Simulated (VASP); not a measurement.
# LiF (a.bB) (Fm-3m) in VASP: relaxation of cell and atoms with PBEsol

Aim: the relaxation of cell and atoms of LiF (a.bB) with PBEsol.

Everything below comes from runs of VASP 6.6.1. Logs are shortened: lines on timing, memory, paths and dates and some standing lists are left out, and cuts for length are marked.

### 1 The cell of the first run

It takes space group Fm-3m (No. 225, cubic). Conventional cell: a = 4.020 Å, b = 4.020 Å, c = 4.020 Å, α = 90.00°, β = 90.00°, γ = 90.00°. Li (site symmetry m-3m) has 6 F at 2.01 Å within 2.7 Å. Within 2.7 Å of F (site symmetry m-3m) lie 6 Li at 2.01 Å.

### 2 Relaxation of cell and atoms, PBEsol

Input file INCAR:

```
SYSTEM = LiF
ALGO = Normal ; EDIFF = 1E-7
EDIFFG = -0.002 ; ENCUT = 750
GGA = PS ; GGA_COMPAT = .FALSE.
IBRION = 2 ; ISIF = 3
ISMEAR = 0 ; LASPH = .TRUE.
LCHARG = .FALSE. ; LREAL = .FALSE.
LWAVE = .FALSE. ; NELM = 120
NELMIN = 4 ; NSW = 100
PREC = Accurate ; SIGMA = 0.02
```

Input file KPOINTS:

```
k-points
0
G
  10 10 10
  0 0 0
```

Input file POSCAR:

```
LiF
1.0
    0.0000000000      2.0100000000      2.0100000000
    2.0100000000      0.0000000000      2.0100000000
    2.0100000000      2.0100000000      0.0000000000
Li F
1 1
Direct
    0.0000000000      0.0000000000      0.0000000000
    0.5000000000      0.5000000000      0.5000000000
```

Potentials or basis: VASP PAW PBE potentials, release 64 (Li_sv, F).

Launch:

```bash
> cat potpaw_PBE.64/Li_sv/POTCAR potpaw_PBE.64/F/POTCAR > POTCAR
> mpirun -np 1 vasp_std > vasp.out
```

OUTCAR:

```text
SYSTEM = LiF
   EDIFF = 1E-7
   EDIFFG = -0.002
   ENCUT = 750
   GGA = PS
   IBRION = 2
   ISIF = 3
   ISMEAR = 0
   LASPH = .TRUE.
   LREAL = .FALSE.
   NELM = 120
   NELMIN = 4
   NSW = 100
   PREC = Accurate

 ion  position               nearest neighbor table
   1  0.000  0.000  0.000-   2 2.01   2 2.01   2 2.01   2 2.01   2 2.01   2 2.01
   2  0.500  0.500  0.500-   1 2.01   1 2.01   1 2.01   1 2.01   1 2.01   1 2.01

  LATTYP: Found a face centered cubic cell.
 ALAT       =     4.0200000000

  Lattice vectors:

 A1 = (   0.0000000000,   2.0100000000,   2.0100000000)
 A2 = (   2.0100000000,   0.0000000000,   2.0100000000)
 A3 = (   2.0100000000,   2.0100000000,   0.0000000000)

Analysis of symmetry for initial positions (statically):
=====================================================================
 Subroutine PRICEL returns:
 Original cell was already a primitive cell.

 Routine SETGRP: Setting up the symmetry group for a
 face centered cubic supercell.

 Subroutine GETGRP returns: Found 48 space group operations
 (whereof 48 operations were pure point group operations)
 out of a pool of 48 trial point group operations.

The static configuration has the point symmetry O_h .

Analysis of symmetry for dynamics (positions and initial velocities):
=====================================================================
 Subroutine PRICEL returns:
 Original cell was already a primitive cell.

 Routine SETGRP: Setting up the symmetry group for a
 face centered cubic supercell.

 Subroutine GETGRP returns: Found 48 space group operations
 (whereof 48 operations were pure point group operations)
 out of a pool of 48 trial point group operations.

The dynamic configuration has the point symmetry O_h .

 Subroutine INISYM returns: Found 48 space group operations
 (whereof 48 operations are pure point group operations),
 and found     1 'primitive' translations

----------------------------------------------------------------------------------------

                                     Primitive cell

  volume of cell :      16.2412

  direct lattice vectors                    reciprocal lattice vectors
     0.000000000  2.010000000  2.010000000    -0.248756219  0.248756219  0.248756219
     2.010000000  0.000000000  2.010000000     0.248756219 -0.248756219  0.248756219
     2.010000000  2.010000000  0.000000000     0.248756219  0.248756219 -0.248756219

  length of vectors
     2.842569260  2.842569260  2.842569260     0.430858410  0.430858410  0.430858410

  position of ions in fractional coordinates (direct lattice)
     0.000000000  0.000000000  0.000000000
     0.500000000  0.500000000  0.500000000

  ion indices of the primitive-cell ions
   primitive index   ion index
                 1           1
                 2           2

----------------------------------------------------------------------------------------

 KPOINTS: k-points

Automatic generation of k-mesh.
 Grid dimensions read from file:
 generate k-points for:   10   10   10

 Generating k-lattice:

  Cartesian coordinates                     Fractional coordinates (reciprocal lattice)
    -0.024875622  0.024875622  0.024875622     0.100000000  0.000000000  0.000000000
     0.024875622 -0.024875622  0.024875622     0.000000000  0.100000000  0.000000000
     0.024875622  0.024875622 -0.024875622     0.000000000  0.000000000  0.100000000

  Length of vectors
     0.043085841  0.043085841  0.043085841

  Shift w.r.t. Gamma in fractional coordinates (k-lattice)
     0.000000000  0.000000000  0.000000000

 Subroutine IBZKPT returns following result:
 ===========================================

 Found     47 irreducible k-points:

 Following reciprocal coordinates:
            Coordinates               Weight
  0.000000  0.000000  0.000000      1.000000
  0.100000  0.000000  0.000000      8.000000
  0.200000  0.000000  0.000000      8.000000
  0.300000  0.000000  0.000000      8.000000
  0.400000  0.000000  0.000000      8.000000
  0.500000  0.000000  0.000000      4.000000
[... 16 lines left out ...]
  0.300000  0.300000  0.000000      6.000000
  0.400000  0.300000  0.000000     24.000000
 [... further k-points ...]
   k-points           NKPTS =     47   k-points in BZ     NKDIM =     47   number of bands    NBANDS=      9
   number of dos      NEDOS =    301   number of ions     NIONS =      2
   total plane-waves  NPLWV =  21952
   dimension x,y,z NGX =    28 NGY =   28 NGZ =   28
   dimension x,y,z NGXF=    56 NGYF=   56 NGZF=   56
   ions per type =               1   1
   NGX,Y,Z   is equivalent  to a cutoff of  16.38, 16.38, 16.38 a.u.
   NGXF,Y,Z  is equivalent  to a cutoff of  32.75, 32.75, 32.75 a.u.
 SYSTEM =  LiF
   PREC   = accura    normal or accurate (medium, high low for compatibility)
   ISTART =      0    job   : 0-new  1-cont  2-samecut
   ICHARG =      2    charge: 1-file 2-atom 10-const
   ISPIN  =      1    spin polarized calculation?
   LNONCOLLINEAR =      F non collinear calculations
   LSORBIT =      F    spin-orbit coupling
   LASPH  =      T    aspherical Exc in radial PAW
   ENCUT  =  750.0 eV  55.12 Ry    7.42 a.u.   6.35  6.35  6.35*2*pi/ulx,y,z
   NELM   =    120;   NELMIN=  4; NELMDL= -5     # of ELM steps
   EDIFF  = 0.1E-06   stopping-criterion for ELM
   LREAL  =      F    real-space projection
   EDIFFG = -.2E-02   stopping-criterion for IOM
   NSW    =    100    number of steps for IOM
   IBRION =      2    ionic relax: 0-MD 1-quasi-New 2-CG
   NFREE  =      1    steps in history (QN), initial steepest desc. (CG)
   ISIF   =      3    stress and relaxation
   ISYM   =      2    0-nonsym 1-usesym 2-fastsym
   POTIM  = 0.5000    time-step for ionic-motion
   TEBEG  =    0.0;   TEEND  =   0.0 temperature during run
   PSTRESS=    0.0 pullay stress
   NELECT =      10.0000    total number of electrons
   NUPDOWN=      -1.0000    fix difference up-down
   EMIN   =  10.00;   EMAX   =-10.00  energy-range for DOS
   EFERMI =   0.00;   METHOD = LEGACY
   ISMEAR =     0;   SIGMA  =   0.02  broadening in eV -4-tet -1-fermi 0-gaus
   EFERMI_NEDOS =   21; number of points for ismear=-14 and -15
   IALGO  =     38    algorithm
   IMIX   =      4    mixing-type and parameters
     AMIX     =   0.40;   BMIX     =  1.00
     AMIX_MAG =   1.60;   BMIX_MAG =  1.00
  volume/ion in A,a.u.               =       8.12        54.80
  Fermi-wavevector in a.u.,A,eV,Ry     =   1.392736  2.631889 26.391402  1.939713
  Thomas-Fermi vector in A             =   2.516450
   LORBIT       =      0    0 simple, 1 ext, 2 COOP (PROOUT), +10 PAW based schemes
   GGA     = PS    functional components
   LHFCALC =     F    Hartree Fock is set to
   AEXX    =    0.0000 exact exchange contribution
   IVDW    =     0    specifies the selected vdW correction
   LEPSILON=     F    determine dielectric tensor
   LRPA    =     F    only Hartree local field effects (RPA)
 conjugate gradient relaxation of ions
 non-spin polarized calculation
 Gauss-broadening in eV      SIGMA  =   0.02
  energy-cutoff  :      750.00
  volume of cell :       16.24
 maximum number of plane-waves:       769
 NGX is ok and might be reduce to    28
   NGX = 13   NGY = 13   NGZ = 13

--------------------------------------- Ionic step        1  -------------------------------------------

 number of electron      10.0000003 magnetization

 Free energy of the ion-electron system (eV)
  ---------------------------------------------------
  ext. energy  EPLUGINS =         0.00000000
  ---------------------------------------------------
  free energy    TOTEN  =        -9.85740255 eV

  energy without entropy =       -9.85740255  energy(sigma->0) =       -9.85740255

------------------------ aborting loop because EDIFF is reached ----------------------------------------

  FORCE on cell =-STRESS in cart. coord.  units (eV):
  Direction    XX          YY          ZZ          XY          YZ          ZX
  --------------------------------------------------------------------------------------
  -------------------------------------------------------------------------------------
  Total       -0.1117754     -0.1117754     -0.1117754      0.0000000      0.0000000     -0.0000000
  in kB      -11.0265224    -11.0265224    -11.0265224      0.0000000      0.0000000     -0.0000000
  external PRESSURE =     -11.0265224 kB  Pullay stress =       0.0000000 kB
[... 93 lines left out ...]
  energy  without entropy=       -9.8581850518  energy(sigma->0) =       -9.85818505

--------------------------------------- Ionic step        4  -------------------------------------------

 number of electron      10.0000004 magnetization

 Free energy of the ion-electron system (eV)
  ---------------------------------------------------
  ext. energy  EPLUGINS =         0.00000000
  ---------------------------------------------------
  free energy    TOTEN  =        -9.85819226 eV

  energy without entropy =       -9.85819226  energy(sigma->0) =       -9.85819226

 E-fermi :  -0.8944     XC(G=0): -10.3049

 val. band max:       -0.9940920840   @ k =   0.0000   0.0000   0.0000
 cond. band min:       8.0935537066   @ k =   0.0000   0.0000   0.0000
 fundamental gap:      9.0876457906
 Fermi energy:        -0.8943630301

 k-point     1 :       0.0000    0.0000    0.0000
  band No.  band energies     occupation
      1     -41.1432      2.00000
      2     -20.9127      2.00000
      3      -0.9941      2.00000
      4      -0.9941      2.00000
      5      -0.9941      2.00000
      6       8.0936      0.00000
      7      23.1007      0.00000
      8      23.1007      0.00000
      9      23.1007      0.00000
[... 265 lines left out ...]
 k-point    24 :       0.4000    0.3000    0.0000
  band No.  band energies     occupation
      1     -41.0719      2.00000
      2     -20.3532      2.00000
      3      -3.4201      2.00000
      4      -1.9077      2.00000
      5      -1.7899      2.00000
      6      12.1053      0.00000
      7      15.6716      0.00000
      8      17.6167      0.00000
      9      19.2373      0.00000

 [... further k-points ...]
[... 5 lines left out ...]
  --------------------------------------------------------------------------------------
  -------------------------------------------------------------------------------------
  Total       -0.0000720     -0.0000720     -0.0000720      0.0000000      0.0000000      0.0000000
  in kB       -0.0072028     -0.0072028     -0.0072028      0.0000000      0.0000000      0.0000000
  external PRESSURE =      -0.0072028 kB  Pullay stress =       0.0000000 kB
[... 17 lines left out ...]
  FREE ENERGIE OF THE ION-ELECTRON SYSTEM (eV)
  ---------------------------------------------------
  free  energy   TOTEN  =        -9.8581922640 eV

  energy  without entropy=       -9.8581922640  energy(sigma->0) =       -9.85819226

 reached required accuracy - stopping structural energy minimisation
```

It took 56 s on 1 thread of Intel Xeon 8259CL, shared host; peak memory 0.16 GiB.

What came out:

| Quantity | Value |
| --- | --- |
| Free energy | -9.8582 eV |
| Relaxed volume | 8.00 Å³/atom |
| Relaxed cell | a = 2.829 Å, b = 2.829 Å, c = 2.829 Å, α = 60.00°, β = 60.00°, γ = 60.00° |
| Space group after relaxing (to 0.05 Å) | Fm-3m (No. 225) |
| Energy gained by relaxing | 0.4 meV/atom |
| Ionic steps | 4 |
| Pressure after relaxing | 0.0 GPa |
| Band gap on the k mesh | 9.09 eV, direct |

Step by step:
| step | energy change (eV) | largest force (eV/Å) | pressure (GPa) | volume (Å³) |
| --- | --- | --- | --- | --- |
| 1 | 0.0000 | 0.0000 | -1.10 | 16.24 |
| 2 | -0.0006 | 0.0000 | -0.48 | 16.11 |
| 3 | -0.0008 | 0.0000 | 0.11 | 15.99 |
| 4 | -0.0008 | 0.0000 | 0.00 | 16.01 |

Final structure:
```yaml
crystal:
  lattice:
    - [0.00000, 2.00039, 2.00039]
    - [2.00039, 0.00000, 2.00039]
    - [2.00039, 2.00039, 0.00000]
  atoms:
    - { symbol: Li, position: [0.00000, 0.00000, 0.00000] }
    - { symbol: F, position: [0.50000, 0.50000, 0.50000] }
```

Caveat: the PAW data sets were made with another functional, which shifts forces and pressure a little. A k mesh can miss the band edges.
